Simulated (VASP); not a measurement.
# CoO (C2/m) in VASP: notebook

The runs below take CoO through electric field gradients, with LDA.

All numbers are computed with VASP 6.6.1; they aren't measurements. Logs are shortened: lines on timing, memory, paths and dates and some standing lists are left out, and cuts for length are marked.

### Step 1. The cell of the first run

The typed cell holds 2 atoms: a = 3.013 Å, b = 3.013 Å, c = 3.025 Å, α = 120.07°, β = 120.07°, γ = 91.25°.

### Step 2. Electric field gradients, LDA, collinear spin, ferromagnetic start (equal xy, yz and zx shear strains of -2 %)

INCAR reads:

```
SYSTEM = CoO
  PREC = Accurate
  ENCUT = 520
  EDIFF = 1E-8
  ISMEAR = -1
  SIGMA = 0.03
  LREAL = .False.
  LASPH = .True.
  NELM = 150
  ALGO = Normal
  ISIF = 2
  LWAVE = .False.
  LCHARG = .False.
  ISPIN = 2
  MAGMOM = 2 0
  LORBIT = 11
  LMAXMIX = 4
  GGA = CA
  LEFG = .True.
  NBANDS = 18
```

KPOINTS reads:

```
Automatic mesh
0
Gamma
  13 13 15
  0 0 0
```

POSCAR reads:

```
CoO
1.0
   -1.5441526540      1.5020076549      2.1072499549
    1.5020076549     -1.5441526540      2.1072499549
    1.5139926509      1.5139926509     -2.1374099580
Co O
1 1
Direct
    0.0000000000      0.0000000000      0.0000000000
    0.5000000000      0.5000000000      0.0000000000
```

Potentials or basis: VASP PAW LDA potentials, release 64 (Co, O).

Run with:

```sh
> cat potpaw_LDA.64/Co/POTCAR potpaw_LDA.64/O/POTCAR > POTCAR
> mpirun -np 1 vasp_std > vasp.out
```

OUTCAR:

```text
SYSTEM = CoO
   PREC = Accurate
   ENCUT = 520
   EDIFF = 1E-8
   ISMEAR = -1
   LREAL = .False.
   LASPH = .True.
   NELM = 150
   ISIF = 2
   ISPIN = 2
   LORBIT = 11
   GGA = CA

 ion  position               nearest neighbor table
   1  0.000  0.000  0.000-   2 2.11   2 2.11   2 2.11   2 2.11   2 2.15   2 2.15
   2  0.500  0.500  0.000-   1 2.11   1 2.11   1 2.11   1 2.11   1 2.15   1 2.15

  Warning from LATTYP: Got some problem with cell dimensions!
  Tried to take original basis but could not verify dimensions!
  LATTYP: Found a base centered monoclinic cell.
 ALAT       =     4.2149213387
 B/A-ratio  =     1.0220644410
 C/A-ratio  =     0.6976580259
 COS(beta)  =    -0.6962751057

  Lattice vectors:

 A1 = (   1.5441526540,  -1.5020076549,  -2.1072499549)
 A2 = (  -1.5020076549,   1.5441526540,  -2.1072499549)
 A3 = (   1.4718476518,   1.4718476518,   2.0770899518)

Analysis of symmetry for initial positions (statically):
=====================================================================
 Subroutine PRICEL returns:
 Original cell was already a primitive cell.

 Routine SETGRP: Setting up the symmetry group for a
 base centered monoclinic supercell.

 Subroutine GETGRP returns: Found  4 space group operations
 (whereof  4 operations were pure point group operations)
 out of a pool of  4 trial point group operations.

The static configuration has the point symmetry C_2h.

Analysis of symmetry for dynamics (positions and initial velocities):
=====================================================================
 Subroutine PRICEL returns:
 Original cell was already a primitive cell.

 Routine SETGRP: Setting up the symmetry group for a
 base centered monoclinic supercell.

 Subroutine GETGRP returns: Found  4 space group operations
 (whereof  4 operations were pure point group operations)
 out of a pool of  4 trial point group operations.

The dynamic configuration has the point symmetry C_2h.

Analysis of structural, dynamic, and magnetic symmetry:
=====================================================================
 Subroutine PRICEL returns:
 Original cell was already a primitive cell.

 Routine SETGRP: Setting up the symmetry group for a
 base centered monoclinic supercell.

[... 162 lines left out ...]
      1     -12.4021      1.00000
      2       4.2960      1.00000
      3       4.4519      1.00000
      4       4.4908      1.00000
      5       4.7219      1.00000
      6       4.7988      1.00000
[... 493 lines left out ...]
     17      34.3370      0.00000
     18      35.8959      0.00000

 [... further k-points ...]

 spin component 2

 k-point     1 :       0.0000    0.0000    0.0000
  band No.  band energies     occupation
      1     -11.9404      1.00000
      2       4.7974      1.00000
      3       4.9887      1.00000
      4       5.0055      1.00000
      5       6.5500      1.00000
      6       6.6125      1.00000
[... 493 lines left out ...]
     17      34.6925      0.00000
     18      36.3988      0.00000

 [... further k-points ...]
[... 5 lines left out ...]
  --------------------------------------------------------------------------------------
  -------------------------------------------------------------------------------------
  Total       -2.3686434     -2.3686434     -2.4243867     -0.0609837     -0.0180135     -0.0180146
  in kB     -198.0444253   -198.0444253   -202.7051740     -5.0989053     -1.5061227     -1.5062184
  external PRESSURE =    -199.5980082 kB  Pullay stress =       0.0000000 kB

 VOLUME and BASIS-vectors are now :
 -----------------------------------------------------------------------------
  energy-cutoff  :      520.00
  volume of cell :       19.16
      direct lattice vectors                 reciprocal lattice vectors
    -1.544152654  1.502007655  2.107249955     0.005747030  0.334029162  0.240673838
     1.502007655 -1.544152654  2.107249955     0.334029162  0.005747030  0.240673838
     1.513992651  1.513992651 -2.137409958     0.334981767  0.334981767  0.006699635

 POSITION                                       TOTAL-FORCE (eV/Angst)
 -----------------------------------------------------------------------------------
      0.00000      0.00000      0.00000         0.000000     -0.000000     -0.000000
     -0.02107     -0.02107      2.10725        -0.000000      0.000000      0.000000
 -----------------------------------------------------------------------------------
    total drift:                               -0.000000      0.000000     -0.000000

  FREE ENERGIE OF THE ION-ELECTRON SYSTEM (eV)
  ---------------------------------------------------
  free  energy   TOTEN  =       -14.6718478382 eV

  energy  without entropy=      -14.6593901516  energy(sigma->0) =      -14.66561899

 Electric field gradients (V/A^2)
---------------------------------------------------------------------
 ion       V_xx      V_yy      V_zz      V_xy      V_xz      V_yz
---------------------------------------------------------------------
   1      -0.422    -0.422     0.845     1.503    -1.241    -1.241
   2      -0.787    -0.787     1.574     2.444    -2.951    -2.951
---------------------------------------------------------------------

 Electric field gradients after diagonalization (V/A^2)
 (convention: |V_zz| > |V_xx| > |V_yy|)
----------------------------------------------------------------------
 ion       V_xx      V_yy      V_zz     asymmetry (V_yy - V_xx)/ V_zz
----------------------------------------------------------------------
   1      -1.925    -0.796     2.721       0.415
   2      -3.231    -2.558     5.789       0.116
----------------------------------------------------------------------

           NMR quadrupolar parameters

 Cq : quadrupolar parameter    Cq=e*Q*V_zz/h
 eta: asymmetry parameters     (V_yy - V_xx)/ V_zz
 Q  : nuclear electric quadrupole moment in mb (millibarn)
----------------------------------------------------------------------
 ion       Cq(MHz)       eta       Q (mb)
----------------------------------------------------------------------
   1       0.007       0.415       1.000
   2       0.014       0.116       1.000
----------------------------------------------------------------------

 total charge

# of ion       s       p       d       tot
------------------------------------------
    1        0.298   0.363   7.198   7.859
    2        1.546   3.380   0.000   4.927
--------------------------------------------------
tot          1.845   3.744   7.198  12.786

 magnetization (x)

# of ion       s       p       d       tot
------------------------------------------
    1        0.019   0.017   2.307   2.344
    2        0.028   0.247   0.000   0.275
--------------------------------------------------
tot          0.047   0.264   2.307   2.618
```

OSZICAR:

```text
N       E                     dE             d eps       ncg     rms          rms(c)
DAV:   1     0.747992410841E+02    0.74799E+02   -0.65507E+03 51596   0.964E+02
DAV:   2    -0.123069640582E+02   -0.87106E+02   -0.75281E+02 51958   0.221E+02
DAV:   3    -0.170439859556E+02   -0.47370E+01   -0.45518E+01 58028   0.546E+01
[... 12 lines left out ...]
DAV:  16    -0.146718482105E+02   -0.20088E-06   -0.15042E-06 64542   0.112E-02    0.113E-02
DAV:  17    -0.146718478578E+02    0.35279E-06   -0.12216E-06 71516   0.137E-02    0.299E-03
DAV:  18    -0.146718478191E+02    0.38641E-07   -0.21927E-07 59042   0.431E-03    0.165E-03
DAV:  19    -0.146718478324E+02   -0.13312E-07   -0.63841E-08 35098   0.191E-03    0.221E-03
DAV:  20    -0.146718478382E+02   -0.57787E-08   -0.11150E-08 27552   0.128E-03
   1 F= -.14671848E+02 E0= -.14665619E+02  d E =-.124577E-01  mag=     2.6755
```

It took 4.3 min on 1 thread of Intel Xeon Platinum 8559C (Emerald Rapids), shared host; peak memory 0.43 GiB.

What came out:

```yaml
Free_energy: -14.6718 eV
Pressure: -20.0 GPa
Net_moment: 2.68 μB per cell
Site_moments: Co +2.34; O +0.28 μB
Valence_electrons_inside_the_program's_atomic_spheres: Co 7.86; O 4.93
```

Electric field gradients, principal values (V/Å²):
| atom | least | middle | greatest (by size) |
| --- | --- | --- | --- |
| 1 Co | -0.796 | -1.925 | 2.721 |
| 2 O | -2.558 | -3.231 | 5.789 |

Caveat: the cell differs from its parent crystal (equal xy, yz and zx shear strains of -2 %); without QUAD_EFG the Cq values of the log hold for a quadrupole moment of 1 mb, not for the nuclei; a cell with one magnetic atom can't hold antiferromagnetic order, which such compounds often take.

### Step 3. Electric field gradients, LDA, collinear spin, ferromagnetic start (equal xy, yz and zx shear strains of -3 %)

INCAR reads:

```
SYSTEM = CoO
PREC = Accurate
ENCUT = 520
EDIFF = 1E-8
ISMEAR = -1
SIGMA = 0.03
LREAL = .False.
LASPH = .True.
NELM = 150
ALGO = Normal
ISIF = 2
LWAVE = .False.
LCHARG = .False.
ISPIN = 2
MAGMOM = 2 0
LORBIT = 11
LMAXMIX = 4
GGA = CA
LEFG = .True.
NBANDS = 18
```

KPOINTS is that of step 2.

POSCAR reads:

```
CoO
1.0
   -1.5622289045      1.4990114059      2.1072499549
    1.4990114059     -1.5622289045      2.1072499549
    1.5169888999      1.5169888999     -2.1524899595
Co O
1 1
Direct
    0.0000000000      0.0000000000      0.0000000000
    0.5000000000      0.5000000000      0.0000000000
```

Potentials or basis: VASP PAW LDA potentials, release 64 (Co, O).

Run with:

```sh
> cat potpaw_LDA.64/Co/POTCAR potpaw_LDA.64/O/POTCAR > POTCAR
> mpirun -np 1 vasp_std > vasp.out
```

OUTCAR:

```text
SYSTEM = CoO
   PREC = Accurate
   ENCUT = 520
   EDIFF = 1E-8
   ISMEAR = -1
   LREAL = .False.
   LASPH = .True.
   NELM = 150
   ISIF = 2
   ISPIN = 2
   LORBIT = 11
   GGA = CA

 ion  position               nearest neighbor table
   1  0.000  0.000  0.000-   2 2.10   2 2.10   2 2.11   2 2.11   2 2.16   2 2.16
   2  0.500  0.500  0.000-   1 2.10   1 2.10   1 2.11   1 2.11   1 2.16   1 2.16

  Warning from LATTYP: Got some problem with cell dimensions!
  Tried to take original basis but could not verify dimensions!
  LATTYP: Found a base centered monoclinic cell.
 ALAT       =     4.2022636955
 B/A-ratio  =     1.0302179678
 C/A-ratio  =     0.6929207663
 COS(beta)  =    -0.6906532873

  Lattice vectors:

 A1 = (  -3.0160003058,   0.0452400046,   0.0452400046)
 A2 = (   0.0452400046,  -3.0160003058,   0.0452400046)
 A3 = (   1.4537714013,   1.4537714013,   2.0620099503)

Analysis of symmetry for initial positions (statically):
=====================================================================
 Subroutine PRICEL returns:
 Original cell was already a primitive cell.
[... 1230 lines left out ...]
    total drift:                               -0.000000      0.000000     -0.000000

  FREE ENERGIE OF THE ION-ELECTRON SYSTEM (eV)
  ---------------------------------------------------
  free  energy   TOTEN  =       -14.6737844969 eV

  energy  without entropy=      -14.6615416850  energy(sigma->0) =      -14.66766309

 Electric field gradients (V/A^2)
---------------------------------------------------------------------
 ion       V_xx      V_yy      V_zz      V_xy      V_xz      V_yz
---------------------------------------------------------------------
   1      -0.343    -0.343     0.687     2.052    -1.948    -1.948
   2      -0.786    -0.786     1.572     3.498    -4.591    -4.591
---------------------------------------------------------------------

 Electric field gradients after diagonalization (V/A^2)
 (convention: |V_zz| > |V_xx| > |V_yy|)
----------------------------------------------------------------------
 ion       V_xx      V_yy      V_zz     asymmetry (V_yy - V_xx)/ V_zz
----------------------------------------------------------------------
   1      -2.395    -1.604     3.999       0.198
   2      -4.375    -4.285     8.660       0.010
----------------------------------------------------------------------

           NMR quadrupolar parameters

 Cq : quadrupolar parameter    Cq=e*Q*V_zz/h
 eta: asymmetry parameters     (V_yy - V_xx)/ V_zz
 Q  : nuclear electric quadrupole moment in mb (millibarn)
----------------------------------------------------------------------
 ion       Cq(MHz)       eta       Q (mb)
----------------------------------------------------------------------
   1       0.010       0.198       1.000
   2       0.021       0.010       1.000
----------------------------------------------------------------------

 total charge

# of ion       s       p       d       tot
------------------------------------------
    1        0.299   0.364   7.197   7.860
    2        1.546   3.381   0.000   4.928
--------------------------------------------------
tot          1.846   3.745   7.197  12.788

 magnetization (x)

# of ion       s       p       d       tot
------------------------------------------
    1        0.019   0.017   2.312   2.349
    2        0.028   0.249   0.000   0.277
--------------------------------------------------
tot          0.047   0.266   2.312   2.626
```

stdout:

```text
POSCAR found type information on POSCAR CoO
 POSCAR found :  2 types and       2 ions
 scaLAPACK will be used
 LDA part: xc-table for (Slater(with rela. corr.)+CA(PZ))
 , standard interpolation
 POSCAR, INCAR and KPOINTS ok, starting setup
 FFT: planning ... GRIDC
 FFT: planning ... GRID_SOFT
 FFT: planning ... GRID
 WAVECAR not read
 entering main loop
ion   1

ion   2
```

Wall time 5.6 min (1 thread of Intel Xeon Platinum 8488C (Sapphire Rapids), shared host); peak memory 0.44 GiB.

What came out:

- Free energy: -14.6738 eV
- Pressure: -19.8 GPa
- Net moment: 2.68 μB per cell
- Site moments: Co +2.35; O +0.28 μB
- Valence electrons inside the program's atomic spheres: Co 7.86; O 4.93

Electric field gradients, principal values (V/Å²):
| atom | least | middle | greatest (by size) |
| --- | --- | --- | --- |
| 1 Co | -1.604 | -2.395 | 3.999 |
| 2 O | -4.285 | -4.375 | 8.660 |

Caveat: the cell differs from its parent crystal (equal xy, yz and zx shear strains of -3 %); without QUAD_EFG the Cq values of the log hold for a quadrupole moment of 1 mb, not for the nuclei; a cell with one magnetic atom can't hold antiferromagnetic order, which such compounds often take.
